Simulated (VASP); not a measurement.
Crystal: Se.

```
Se
1.0
    -1.70345    1.70345    1.70345
     1.70345   -1.70345    1.70345
     1.70345    1.70345   -1.70345
Se
1
Cartesian
  0.0000 0.0000 0.0000
```

This isn't the form of Se at room conditions, which is trigonal, of chains.

Base run:

* Program: VASP 6.6.1
* Functional: PBE
* Potentials or basis: VASP PAW PBE potentials, release 64 (Se)
* Cutoff: 500 eV
* k mesh: 10 × 10 × 10
* Occupations: gaussian, width 0.1 eV
* Spin: no spin polarisation
* Hubbard terms: Se p U = 6.2 eV

Its results: band gap on the k mesh zero (bands 3 and 4 overlap by 6.65 eV); pressure 4.4 GPa.

Q: The run is repeated on the same cell with these changes: k mesh from 10 × 10 × 10 to 4 × 4 × 4; hubbard terms from Se p U = 6.2 eV to Se p U = 1.3 eV. What comes out?

A: Band gap on the k mesh zero (bands 3 and 4 overlap by 7.05 eV); pressure 1.1 GPa.

Several settings changed at once.

Caveats: some runs use coarse meshes; U without spin polarisation on a metal has little footing; the cell stands under pressure (at least some runs).
